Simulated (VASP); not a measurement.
Zn3S4: relaxation of cell and atoms with PBE

The system is Zn3S4.

```
Zn S
1.0
     2.31625   -3.54424    0.00000
     2.31625    3.54424    0.00000
     0.00000    0.00000    9.01124
Zn S
3 4
Direct
  0.00000 0.00000 0.35122
  0.00000 0.00000 0.64878
  0.50000 0.50000 0.50000
  0.25000 0.75000 0.12500
  0.75000 0.25000 0.12500
  0.25000 0.75000 0.87500
  0.75000 0.25000 0.87500
```

The cell was built from a structure type or drawn by symmetry, and may not be a known phase.

```
Program                : VASP 6.6.1
Task                   : relaxation of cell and atoms
Functional             : PBE
Potentials or basis    : VASP PAW PBE potentials, release 64 (Zn, S)
Cutoff                 : 600 eV
k mesh                 : 4 × 4 × 2
Occupations            : gaussian, width 0.1 eV
Spin                   : no spin polarisation
Dipole correction      : no
Further INCAR settings : ALGO = Normal; EDIFF = 1e-06; IBRION = 2; EDIFFG = -0.04; NSW = 90; ISIF = 3
```

```json
{
 "Relaxed volume": "22.72 Å³/atom",
 "Relaxed cell": "a = 4.578 Å, b = 4.578 Å, c = 8.075 Å, α = 90.00°, β = 90.00°, γ = 109.97°",
 "Space group after relaxing (to 0.1 Å)": "Cmmm (No. 65)",
 "Energy gained by relaxing": "351.9 meV/atom",
 "Ionic steps": "46",
 "Pressure after relaxing": "-0.1 GPa",
 "Largest force after relaxing": "0.025 eV/Å",
 "Band gap on the k mesh": "zero (bands 30 and 31 overlap by 1.62 eV)"
}
```

Forces in eV/Å, atoms in the order of the input:
```
Zn   0.000  0.000  0.017
Zn   0.000  0.000 -0.017
Zn   0.000  0.000  0.000
S    0.000  0.009  0.023
S    0.000 -0.009  0.023
S    0.000  0.009 -0.023
S    0.000 -0.009 -0.023
```

Stress tensor (GPa, compression positive):
```
-0.22  0.00  0.00
 0.00 -0.17  0.00
 0.00  0.00  0.09
```

The path:
| step | energy change (eV) | largest force (eV/Å) | pressure (GPa) | volume (Å³) |
| --- | --- | --- | --- | --- |
| 1 | 0.0000 | 0.3750 | -1.46 | 147.95 |
| 3 | -0.2144 | 1.2271 | 2.48 | 136.03 |
| 5 | -0.2660 | 1.7365 | 5.02 | 130.76 |
| 7 | -0.3058 | 2.1137 | 8.24 | 125.46 |
| 9 | -0.3803 | 2.0636 | 9.90 | 122.91 |
| 11 | -0.3883 | 2.1037 | 11.35 | 121.31 |
| 13 | -0.6598 | 1.7616 | 9.87 | 122.83 |
| 15 | -1.3944 | 0.7533 | 4.67 | 129.78 |
| 17 | -1.7171 | 0.6054 | -0.37 | 142.02 |
| 19 | -1.9899 | 0.5554 | -2.14 | 147.21 |
| 21 | -2.2128 | 0.6005 | -2.11 | 146.02 |
| 23 | -2.3008 | 0.1956 | 0.88 | 140.59 |
| 25 | -2.3335 | 0.2525 | 0.69 | 142.08 |
| 27 | -2.3494 | 0.1356 | -0.55 | 144.91 |
| 29 | -2.3655 | 0.1127 | 0.14 | 144.06 |
| 31 | -2.3769 | 0.1193 | 1.16 | 144.26 |
| 33 | -2.3877 | 0.1266 | 1.05 | 145.73 |
| 35 | -2.4218 | 0.2189 | 0.70 | 152.40 |
| 37 | -2.4459 | 0.1300 | -0.61 | 156.88 |
| 39 | -2.4588 | 0.0929 | -0.08 | 157.09 |
| 41 | -2.4606 | 0.0721 | 0.29 | 157.01 |
| 43 | -2.4619 | 0.0566 | 0.14 | 157.65 |
| 45 | -2.4626 | 0.0391 | -0.05 | 158.64 |
| 46 | -2.4636 | 0.0247 | -0.10 | 159.06 |

Final structure:
```
Zn S
1.0
     2.62673   -3.74947    0.00000
     2.62673    3.74947    0.00000
     0.00000    0.00000    8.07520
Zn S
3 4
Direct
  0.00000 0.00000 0.33966
  0.00000 0.00000 0.66034
  0.50000 0.50000 0.50000
  0.27933 0.72067 0.25439
  0.72067 0.27933 0.25439
  0.27933 0.72067 0.74561
  0.72067 0.27933 0.74561
```

Levels at points of the mesh, in eV from the Fermi level:
| k point | band 27 | band 28 | band 29 | band 30 | band 31 | band 32 | band 33 | band 34 |
| --- | --- | --- | --- | --- | --- | --- | --- | --- |
| (0.00, 0.00, 0.00) | -2.43 | -1.41 | -0.26 | -0.05 | -0.04 | 1.78 | 1.94 | 3.09 |
| (0.50, 0.00, 0.00) | -1.57 | -1.37 | -1.27 | -1.17 | -1.02 | 0.46 | 1.74 | 4.75 |
| (0.50, 0.50, 0.00) | -1.02 | -0.95 | -0.65 | -0.51 | 1.55 | 2.83 | 2.88 | 3.80 |
| (0.00, 0.00, 0.50) | -2.47 | -1.15 | -0.38 | -0.02 | 0.23 | 1.68 | 1.72 | 3.34 |
| (0.50, 0.00, 0.50) | -1.59 | -1.52 | -1.40 | -1.24 | -1.11 | 0.62 | 2.02 | 4.66 |
| (0.50, 0.50, 0.50) | -1.03 | -1.00 | -0.78 | -0.57 | 1.63 | 2.85 | 2.87 | 4.08 |

Wall time 27 min on 1 thread of Intel(R) Xeon(R) Platinum 8488C (Sapphire Rapids), with other jobs on the host, peak memory 0.34 GiB.

Caveat: the k points lie up to 0.39 Å⁻¹ apart in the final cell, too coarse for converged energies and pressures of a metal.
